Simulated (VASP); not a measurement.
# BN in VASP: further runs

The runs below take BN through single point, with r2SCAN.

Everything below comes from runs of VASP 6.6.1. Logs are shortened: lines on timing, memory, paths and dates and some standing lists are left out, and cuts for length are marked.

### Step 1. The cell of the first run

The structure is tetragonal, space group I-4m2 (No. 119). The conventional cell has a = 2.552 Å, b = 2.552 Å, c = 3.644 Å, α = 90.00°, β = 90.00°, γ = 90.00°. B (site symmetry -4m2) has 4 N at 1.57 Å within 2.1 Å. Within 2.1 Å of N (site symmetry -4m2) lie 4 B at 1.57 Å.

### Step 2. Single point, r2SCAN (uniaxial z strain +1.0%)

POSCAR

```
BN
1.0
    0.0000000000      1.8048254535      1.8221517779
    1.8048254535      0.0000000000      1.8221517779
    1.8048254535      1.8048254535      0.0000000000
B N
1 1
Direct
    0.0000000000      0.0000000000      0.0000000000
    0.2500000000      0.2500000000      0.2500000000
```

INCAR.step1

```
SYSTEM = BN
ALGO     = Normal         ! electronic algorithm
EDIFF    = 1E-5           ! SCF threshold, eV
ENCUT    = 1460           ! plane-wave cutoff, eV
GGA      = PE             ! functional
GGA_COMPAT= .FALSE.      
ISMEAR   = 0              ! smearing method
LASPH    = .TRUE.         ! aspherical terms in the spheres
LCHARG   = .FALSE.        ! write CHGCAR
LREAL    = .FALSE.        ! projectors in reciprocal space
LWAVE    = .TRUE.         ! write WAVECAR
NBANDS   = 11             ! bands
NELM     = 120            ! most SCF steps
PREC     = Accurate       ! precision mode
SIGMA    = 0.01           ! smearing width, eV
```

INCAR.step2

```
SYSTEM = BN
ALGO     = Normal         ! electronic algorithm
EDIFF    = 1E-6           ! SCF threshold, eV
ENCUT    = 1460           ! plane-wave cutoff, eV
GGA_COMPAT= .FALSE.      
ISIF     = 2              ! what is computed and relaxed
ISMEAR   = 0              ! smearing method
ISTART   = 1            
LASPH    = .TRUE.         ! aspherical terms in the spheres
LCHARG   = .TRUE.         ! write CHGCAR
LELF     = .TRUE.         ! ELF
LMIXTAU  = .TRUE.       
LREAL    = .FALSE.        ! projectors in reciprocal space
LVHAR    = .TRUE.       
LWAVE    = .FALSE.        ! write WAVECAR
METAGGA  = R2SCAN         ! meta-GGA
NBANDS   = 11             ! bands
NELM     = 120            ! most SCF steps
PREC     = Accurate       ! precision mode
SIGMA    = 0.01           ! smearing width, eV
```

KPOINTS

```
k-points
0
G
  12 12 12
  0 0 0
```

Potentials or basis: VASP PAW PBE potentials, release 64 (B_h, N_h).

Run with:

```console
> cat potpaw_PBE.64/B_h/POTCAR potpaw_PBE.64/N_h/POTCAR > POTCAR
> cp INCAR.step1 INCAR
> mpirun -np 1 vasp_std > vasp.out
> cp INCAR.step2 INCAR
> mpirun -np 1 vasp_std > vasp.out
```

OUTCAR:

```text
SYSTEM = BN
   EDIFF = 1E-6
   ENCUT = 1460
   ISIF = 2
   ISMEAR = 0
   ISTART = 1
   LASPH = .TRUE.
   LREAL = .FALSE.
   METAGGA = R2SCAN
   NELM = 120
   PREC = Accurate

 ion  position               nearest neighbor table
   1  0.000  0.000  0.000-
   2  0.250  0.250  0.250-

  LATTYP: Found a body centered tetragonal cell.
 ALAT       =     2.5524086341
 C/A-ratio  =     1.4277900126

  Lattice vectors:

 A1 = (  -1.8048254535,   0.0000000000,   1.8221517779)
 A2 = (   1.8048254535,   0.0000000000,   1.8221517779)
 A3 = (   0.0000000000,   1.8048254535,  -1.8221517779)

Analysis of symmetry for initial positions (statically):
=====================================================================
 Subroutine PRICEL returns:
 Original cell was already a primitive cell.

 Routine SETGRP: Setting up the symmetry group for a
 body centered tetragonal supercell.

 Subroutine GETGRP returns: Found  8 space group operations
 (whereof  8 operations were pure point group operations)
 out of a pool of 16 trial point group operations.

The static configuration has the point symmetry D_2d.

Analysis of symmetry for dynamics (positions and initial velocities):
=====================================================================
 Subroutine PRICEL returns:
 Original cell was already a primitive cell.

 Routine SETGRP: Setting up the symmetry group for a
 body centered tetragonal supercell.

 Subroutine GETGRP returns: Found  8 space group operations
 (whereof  8 operations were pure point group operations)
 out of a pool of 16 trial point group operations.

The dynamic configuration has the point symmetry D_2d.

 Subroutine INISYM returns: Found  8 space group operations
 (whereof  8 operations are pure point group operations),
 and found     1 'primitive' translations

----------------------------------------------------------------------------------------

                                     Primitive cell

  volume of cell :      11.8709

  direct lattice vectors                    reciprocal lattice vectors
     0.000000000  1.804825453  1.822151778    -0.277035100  0.277035100  0.274400852
     1.804825453  0.000000000  1.822151778     0.277035100 -0.277035100  0.274400852
     1.804825453  1.804825453  0.000000000     0.277035100  0.277035100 -0.274400852

  length of vectors
     2.564689459  2.564689459  2.552408634     0.478322821  0.478322821  0.478322821

  position of ions in fractional coordinates (direct lattice)
     0.000000000  0.000000000  0.000000000
     0.250000000  0.250000000  0.250000000

  ion indices of the primitive-cell ions
   primitive index   ion index
                 1           1
                 2           2

----------------------------------------------------------------------------------------

 KPOINTS: k-points

Automatic generation of k-mesh.
 Grid dimensions read from file:
 generate k-points for:   12   12   12

 Generating k-lattice:

  Cartesian coordinates                     Fractional coordinates (reciprocal lattice)
    -0.023086258  0.023086258  0.022866738     0.083333333  0.000000000  0.000000000
     0.023086258 -0.023086258  0.022866738     0.000000000  0.083333333  0.000000000
     0.023086258  0.023086258 -0.022866738     0.000000000  0.000000000  0.083333333

  Length of vectors
     0.039860235  0.039860235  0.039860235

  Shift w.r.t. Gamma in fractional coordinates (k-lattice)
     0.000000000  0.000000000  0.000000000

 Subroutine IBZKPT returns following result:
 ===========================================

 Found    163 irreducible k-points:

 Following reciprocal coordinates:
            Coordinates               Weight
  0.000000  0.000000  0.000000      1.000000
  0.083333  0.000000  0.000000      8.000000
  0.166667  0.000000  0.000000      8.000000
  0.250000  0.000000  0.000000      8.000000
  0.333333  0.000000  0.000000      8.000000
  0.416667  0.000000  0.000000      8.000000
[... 16 lines left out ...]
  0.500000  0.166667  0.000000      8.000000
 -0.416667  0.166667  0.000000      8.000000
 [... further k-points ...]
   k-points           NKPTS =    163   k-points in BZ     NKDIM =    163   number of bands    NBANDS=     11
   number of dos      NEDOS =    301   number of ions     NIONS =      2
   total plane-waves  NPLWV =  32768
   dimension x,y,z NGX =    32 NGY =   32 NGZ =   32
   dimension x,y,z NGXF=    64 NGYF=   64 NGZF=   64
   ions per type =               1   1
   NGX,Y,Z   is equivalent  to a cutoff of  20.74, 20.74, 20.84 a.u.
   NGXF,Y,Z  is equivalent  to a cutoff of  41.49, 41.49, 41.69 a.u.
 SYSTEM =  BN
   PREC   = accura    normal or accurate (medium, high low for compatibility)
   ISTART =      1    job   : 0-new  1-cont  2-samecut
   ICHARG =      0    charge: 1-file 2-atom 10-const
   ISPIN  =      1    spin polarized calculation?
   LNONCOLLINEAR =      F non collinear calculations
   LSORBIT =      F    spin-orbit coupling
   LASPH  =      T    aspherical Exc in radial PAW
   ENCUT  = 1460.0 eV 107.31 Ry   10.36 a.u.   7.99  7.99  7.95*2*pi/ulx,y,z
   NELM   =    120;   NELMIN=  2; NELMDL=  0     # of ELM steps
   EDIFF  = 0.1E-05   stopping-criterion for ELM
   LREAL  =      F    real-space projection
   EDIFFG = 0.1E-04   stopping-criterion for IOM
   NSW    =      0    number of steps for IOM
   IBRION =     -1    ionic relax: 0-MD 1-quasi-New 2-CG
   NFREE  =      0    steps in history (QN), initial steepest desc. (CG)
   ISIF   =      2    stress and relaxation
   ISYM   =      2    0-nonsym 1-usesym 2-fastsym
   POTIM  = 0.5000    time-step for ionic-motion
   TEBEG  =    0.0;   TEEND  =   0.0 temperature during run
   PSTRESS=    0.0 pullay stress
   NELECT =       8.0000    total number of electrons
   NUPDOWN=      -1.0000    fix difference up-down
   EMIN   =  10.00;   EMAX   =-10.00  energy-range for DOS
   EFERMI =   0.00;   METHOD = LEGACY
   ISMEAR =     0;   SIGMA  =   0.01  broadening in eV -4-tet -1-fermi 0-gaus
   EFERMI_NEDOS =   21; number of points for ismear=-14 and -15
   IALGO  =     38    algorithm
   IMIX   =      4    mixing-type and parameters
     AMIX     =   0.40;   BMIX     =  1.00
     AMIX_MAG =   1.60;   BMIX_MAG =  1.00
  volume/ion in A,a.u.               =       5.94        40.05
  Fermi-wavevector in a.u.,A,eV,Ry     =   1.435302  2.712327 28.029236  2.060091
  Thomas-Fermi vector in A             =   2.554615
   LORBIT       =      0    0 simple, 1 ext, 2 COOP (PROOUT), +10 PAW based schemes
   METAGGA = R2SCAN    functional components
   LHFCALC =     F    Hartree Fock is set to
   AEXX    =    0.0000 exact exchange contribution
   IVDW    =     0    specifies the selected vdW correction
   LEPSILON=     F    determine dielectric tensor
   LRPA    =     F    only Hartree local field effects (RPA)
 non-spin polarized calculation
 Gauss-broadening in eV      SIGMA  =   0.01
  energy-cutoff  :     1460.00
  volume of cell :       11.87
 maximum number of plane-waves:      1524
   NGX = 15   NGY = 15   NGZ = 15

 number of electron       8.0000000 magnetization

 Free energy of the ion-electron system (eV)
  ---------------------------------------------------
  ext. energy  EPLUGINS =         0.00000000
  ---------------------------------------------------
  free energy    TOTEN  =       -19.20110189 eV

  energy without entropy =      -19.20110189  energy(sigma->0) =      -19.20110189

 E-fermi :   8.9445     XC(G=0): -13.7288

 val. band max:        8.8847277695   @ k =   0.0000   0.0000   0.0000
 cond. band min:      13.7819979189   @ k =   0.5000   0.0000   0.5000
 fundamental gap:      4.8972701494
 Fermi energy:         8.9445304633

 k-point     1 :       0.0000    0.0000    0.0000
  band No.  band energies     occupation
      1     -12.3715      2.00000
      2       8.7874      2.00000
      3       8.8847      2.00000
      4       8.8847      2.00000
      5      18.3539      0.00000
      6      18.3539      0.00000
      7      18.4234      0.00000
      8      19.8263      0.00000
      9      34.8924      0.00000
     10      37.2279      0.00000
     11      37.7442      0.00000

 k-point     2 :       0.0833    0.0000    0.0000
  band No.  band energies     occupation
      1     -12.1974      2.00000
      2       7.9026      2.00000
      3       8.6338      2.00000
      4       8.7040      2.00000
      5      18.5640      0.00000
      6      18.6412      0.00000
      7      18.7055      0.00000
      8      20.4245      0.00000
      9      34.7030      0.00000
     10      35.2188      0.00000
     11      35.5955      0.00000

 k-point     3 :       0.1667    0.0000    0.0000
  band No.  band energies     occupation
      1     -11.6820      2.00000
      2       5.7218      2.00000
      3       8.1714      2.00000
      4       8.2626      2.00000
      5      18.8608      0.00000
      6      19.3142      0.00000
      7      19.3518      0.00000
      8      21.8599      0.00000
      9      33.6541      0.00000
     10      33.9539      0.00000
     11      34.1900      0.00000

 k-point     4 :       0.2500    0.0000    0.0000
  band No.  band energies     occupation
      1     -10.8519      2.00000
      2       3.1614      2.00000
      3       7.6364      2.00000
      4       7.7506      2.00000
      5      19.1232      0.00000
      6      19.9636      0.00000
      7      19.9657      0.00000
      8      23.3225      0.00000
      9      33.2991      0.00000
     10      33.5055      0.00000
     11      33.6444      0.00000

 k-point     5 :       0.3333    0.0000    0.0000
  band No.  band energies     occupation
      1      -9.7777      2.00000
      2       0.6921      2.00000
      3       7.1780      2.00000
      4       7.3126      2.00000
      5      19.3414      0.00000
      6      20.2612      0.00000
      7      20.3054      0.00000
      8      24.3988      0.00000
      9      33.3489      0.00000
     10      34.3071      0.00000
     11      34.3306      0.00000
[... 211 lines left out ...]
 k-point    21 :       0.3333    0.1667    0.0000
  band No.  band energies     occupation
      1      -9.9674      2.00000
      2       2.5398      2.00000
      3       6.0676      2.00000
      4       6.2150      2.00000
      5      17.6914      0.00000
      6      21.8702      0.00000
      7      22.5308      0.00000
      8      22.5618      0.00000
      9      29.3217      0.00000
     10      36.6211      0.00000
     11      38.1979      0.00000

 k-point    22 :       0.4167    0.1667    0.0000
  band No.  band energies     occupation
      1      -8.8901      2.00000
      2       0.3975      2.00000
      3       5.5202      2.00000
      4       5.8838      2.00000
      5      18.1065      0.00000
      6      21.9592      0.00000
      7      22.6567      0.00000
      8      23.5922      0.00000
      9      30.4038      0.00000
     10      36.3804      0.00000
     11      38.5629      0.00000

 k-point    23 :       0.5000    0.1667    0.0000
  band No.  band energies     occupation
      1      -7.9242      2.00000
      2      -1.1839      2.00000
      3       4.9054      2.00000
      4       5.9634      2.00000
      5      18.4766      0.00000
      6      21.8694      0.00000
      7      22.3947      0.00000
      8      24.9936      0.00000
      9      30.8684      0.00000
     10      36.6319      0.00000
     11      37.7783      0.00000

 k-point    24 :      -0.4167    0.1667    0.0000
  band No.  band energies     occupation
      1      -7.7263      2.00000
      2      -1.4738      2.00000
      3       4.4932      2.00000
      4       6.2910      2.00000
      5      18.9589      0.00000
      6      21.7172      0.00000
      7      21.9706      0.00000
      8      25.5959      0.00000
      9      31.2352      0.00000
     10      35.3630      0.00000
     11      36.9860      0.00000

 [... further k-points ...]

------------------------ aborting loop because EDIFF is reached ----------------------------------------

  FORCE on cell =-STRESS in cart. coord.  units (eV):
  Direction    XX          YY          ZZ          XY          YZ          ZX
  --------------------------------------------------------------------------------------
  -------------------------------------------------------------------------------------
  Total       -0.1500541     -0.1500541     -0.6117339      0.0000000      0.0000000      0.0000000
  in kB      -20.2522606    -20.2522606    -82.5635178      0.0000000      0.0000000      0.0000000
  external PRESSURE =     -41.0226796 kB  Pullay stress =       0.0000000 kB

 VOLUME and BASIS-vectors are now :
 -----------------------------------------------------------------------------
  energy-cutoff  :     1460.00
  volume of cell :       11.87
      direct lattice vectors                 reciprocal lattice vectors
     0.000000000  1.804825453  1.822151778    -0.277035100  0.277035100  0.274400852
     1.804825453  0.000000000  1.822151778     0.277035100 -0.277035100  0.274400852
     1.804825453  1.804825453  0.000000000     0.277035100  0.277035100 -0.274400852

 POSITION                                       TOTAL-FORCE (eV/Angst)
 -----------------------------------------------------------------------------------
      0.00000      0.00000      0.00000        -0.000000     -0.000000     -0.000000
      0.90241      0.90241      0.91108         0.000000      0.000000      0.000000
 -----------------------------------------------------------------------------------
    total drift:                               -0.000000     -0.000000     -0.000000

  FREE ENERGIE OF THE ION-ELECTRON SYSTEM (eV)
  ---------------------------------------------------
  free  energy   TOTEN  =       -19.2011018873 eV

  energy  without entropy=      -19.2011018873  energy(sigma->0) =      -19.20110189
```

Wall time 1.8 min (1 thread of Intel Xeon Platinum 8488C (Sapphire Rapids), shared host); peak memory 0.24 GiB.

Results:

| Quantity | Value |
| --- | --- |
| Free energy | -19.2011 eV |
| Pressure | -4.1 GPa |
| Band gap on the k mesh | 4.90 eV (least direct gap 9.47 eV) |

Stress tensor (GPa, compression positive):
```
-2.03  0.00  0.00
 0.00 -2.03  0.00
 0.00  0.00 -8.26
```

Levels at points of the mesh, in eV from the valence-band top:
| k point | band 1 | band 2 | band 3 | band 4 | band 5 | band 6 | band 7 | band 8 | band 9 |
| --- | --- | --- | --- | --- | --- | --- | --- | --- | --- |
| (0.00, 0.00, 0.00) | -21.26 | -0.10 | 0.00 | 0.00 | 9.47 | 9.47 | 9.54 | 10.94 | 26.01 |
| (0.50, 0.00, 0.00) | -16.99 | -11.06 | -2.11 | -1.96 | 10.64 | 11.41 | 11.48 | 16.32 | 24.78 |
| (0.50, 0.50, 0.00) | -15.65 | -9.41 | -5.00 | -5.00 | 5.07 | 9.91 | 19.15 | 19.15 | 21.94 |
| (0.50, 0.00, 0.50) | -15.54 | -9.26 | -5.14 | -5.14 | 4.90 | 9.68 | 19.10 | 19.25 | 22.14 |

Caveat: the cell differs from its parent crystal (uniaxial z strain +1.0%); the stress differs along the axes, from -8 to -2 GPa; the PAW data sets were made with another functional, which shifts forces and pressure a little. A k mesh can miss the band edges.

### Step 3. Single point, r2SCAN (shear xy strain +0.9%)

POSCAR

```
BN
1.0
    0.0080314733      1.8048254535      1.8048254535
    1.8048254535      0.0080314733      1.8048254535
    1.8128569268      1.8128569268      0.0000000000
B N
1 1
Direct
    0.0000142472      0.0000142472     -0.0000142472
    0.2499857528      0.2499857528      0.2500142472
```

INCAR.step1

```
SYSTEM = BN
  PREC = Accurate
  ENCUT = 1460
  ISMEAR = 0
  SIGMA = 0.01
  LREAL = .FALSE.
  LASPH = .TRUE.
  NELM = 120
  NBANDS = 11
  GGA = PE
  ALGO = Normal
  EDIFF = 1E-5
  LWAVE = .TRUE.
  LCHARG = .FALSE.
  GGA_COMPAT = .FALSE.
```

INCAR.step2

```
SYSTEM = BN
  PREC = Accurate
  ENCUT = 1460
  EDIFF = 1E-6
  ISMEAR = 0
  SIGMA = 0.01
  LREAL = .FALSE.
  LASPH = .TRUE.
  NELM = 120
  ALGO = Normal
  ISIF = 2
  LWAVE = .FALSE.
  LCHARG = .FALSE.
  METAGGA = R2SCAN
  LMIXTAU = .TRUE.
  NBANDS = 11
  ISTART = 1
  GGA_COMPAT = .FALSE.
```

KPOINTS

```
regular mesh
0
G
  12 12 12
  0 0 0
```

Potentials or basis: VASP PAW PBE potentials, release 64 (B_h, N_h).

Run with:

```console
> cat potpaw_PBE.64/B_h/POTCAR potpaw_PBE.64/N_h/POTCAR > POTCAR
> cp INCAR.step1 INCAR
> mpirun -np 1 vasp_std > vasp.out
> cp INCAR.step2 INCAR
> mpirun -np 1 vasp_std > vasp.out
```

OUTCAR:

```text
SYSTEM = BN
   PREC = Accurate
   ENCUT = 1460
   EDIFF = 1E-6
   ISMEAR = 0
   LREAL = .FALSE.
   LASPH = .TRUE.
   NELM = 120
   ISIF = 2
   METAGGA = R2SCAN
   ISTART = 1

 ion  position               nearest neighbor table
   1  0.000  0.000  1.000-
   2  0.250  0.250  0.250-

  LATTYP: Found a body centered orthorhombic cell.
 ALAT       =     2.5410504156
 B/A-ratio  =     1.0089397821
 C/A-ratio  =     1.4205349429

  Lattice vectors:

[... 521 lines left out ...]
 [... further k-points ...]

------------------------ aborting loop because EDIFF is reached ----------------------------------------

  FORCE on cell =-STRESS in cart. coord.  units (eV):
  Direction    XX          YY          ZZ          XY          YZ          ZX
  --------------------------------------------------------------------------------------
  -------------------------------------------------------------------------------------
  Total       -0.0283530     -0.0283530     -0.0314424     -0.3059647      0.0000000      0.0000000
  in kB       -3.8635115     -3.8635115     -4.2844937    -41.6922101      0.0000000      0.0000000
  external PRESSURE =      -4.0038389 kB  Pullay stress =       0.0000000 kB

 VOLUME and BASIS-vectors are now :
 -----------------------------------------------------------------------------
  energy-cutoff  :     1460.00
  volume of cell :       11.76
      direct lattice vectors                 reciprocal lattice vectors
     0.008031473  1.804825453  1.804825453    -0.278273417  0.278273417  0.277035100
     1.804825453  0.008031473  1.804825453     0.278273417 -0.278273417  0.277035100
     1.812856927  1.812856927  0.000000000     0.275807755  0.275807755 -0.277035100

 POSITION                                       TOTAL-FORCE (eV/Angst)
 -----------------------------------------------------------------------------------
      1.81286      1.81286      0.00005        -0.000000     -0.000000      0.004730
      0.90643      0.90643      0.90236         0.000000      0.000000     -0.004730
 -----------------------------------------------------------------------------------
    total drift:                               -0.000000     -0.000000      0.000138

  FREE ENERGIE OF THE ION-ELECTRON SYSTEM (eV)
  ---------------------------------------------------
  free  energy   TOTEN  =       -19.2026265140 eV

  energy  without entropy=      -19.2026265140  energy(sigma->0) =      -19.20262651
```

Run time: 3.5 min. Hardware: 1 thread of Intel Xeon Platinum 8375C at 2.90GHz (Ice Lake), shared host; peak memory 0.3 GiB.

What came out:

```
Free energy            : -19.2026 eV
Pressure               : -0.4 GPa
Largest force          : 0.005 eV/Å
Band gap on the k mesh : 4.97 eV (least direct gap 9.43 eV)
```

Forces on the atoms (eV/Å):
```
B    0.000  0.000  0.005
N    0.000  0.000 -0.005
```

Caveat: the cell differs from its parent crystal (shear xy strain +0.9%); the PAW data sets were made with another functional, which shifts forces and pressure a little. A k mesh can miss the band edges.
